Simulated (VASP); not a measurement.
CdGeAs2: relaxation of cell and atoms with PBE

CdGeAs2:

```
Cd Ge As
1.0
    -3.02855    3.02855    5.74292
     3.02855   -3.02855    5.74292
     3.02855    3.02855   -5.74292
Cd Ge As
2 2 4
Direct
  0.25000 0.75000 0.50000
  0.50000 0.50000 0.00000
  0.00000 0.00000 0.00000
  0.75000 0.25000 0.50000
  0.87500 0.34806 0.97306
  0.65194 0.62500 0.52694
  0.37500 0.90194 0.02694
  0.09806 0.12500 0.47306
```

```
Program                : VASP 6.6.1
Task                   : relaxation of cell and atoms
Functional             : PBE
Potentials or basis    : VASP PAW PBE potentials, release 64 (Cd, Ge_d, As)
Cutoff                 : 600 eV
k mesh                 : 8 × 8 × 8
Occupations            : gaussian, width 0.03 eV
Spin                   : no spin polarisation
Further INCAR settings : ALGO = Normal; EDIFF = 1e-07; IBRION = 2; EDIFFG = -0.005; NSW = 90; ISIF = 3
```

```yaml
Relaxed_volume: 26.34 Å³/atom
Relaxed_cell: a = 7.166 Å, b = 7.166 Å, c = 7.166 Å, α = 130.00°, β = 130.00°, γ = 73.41°
Space_group_after_relaxing_to_0.1_Å: I-42d (No. 122)
Energy_gained_by_relaxing: 0.0 meV/atom
Ionic_steps: 2
Pressure_after_relaxing: 0.0 GPa
Band_gap_on_the_k_mesh: 0.12 eV (least direct gap 0.21 eV)
```

Final structure:
```
Cd Ge As
1.0
    -3.02833    3.02833    5.74510
     3.02833   -3.02833    5.74510
     3.02833    3.02833   -5.74510
Cd Ge As
2 2 4
Direct
  0.25000 0.75000 0.50000
  0.50000 0.50000 0.00000
  0.00000 0.00000 0.00000
  0.75000 0.25000 0.50000
  0.87500 0.34805 0.97305
  0.65195 0.62500 0.52695
  0.37500 0.90195 0.02695
  0.09805 0.12500 0.47305
```

Levels at points of the mesh, in eV from the valence-band top:
```
           k point  band 34  band 35  band 36  band 37  band 38  band 39
(0.00, 0.00, 0.00)    -0.39    -0.09    -0.09     0.12     1.44     1.75
(0.50, 0.00, 0.00)    -1.40    -1.15    -0.58     1.69     1.99     2.64
(0.50, 0.50, 0.00)    -0.99    -0.51    -0.51     0.62     0.62     2.40
(0.50, 0.50, 0.50)    -1.71    -0.89    -0.89     1.41     1.41     1.71
```

Run time: 6.7 min on 2 MPI ranks on Intel(R) Xeon(R) Platinum 8559C (Emerald Rapids), with other jobs on the host, peak memory 0.92 GiB a rank.

A k mesh can miss the band edges.
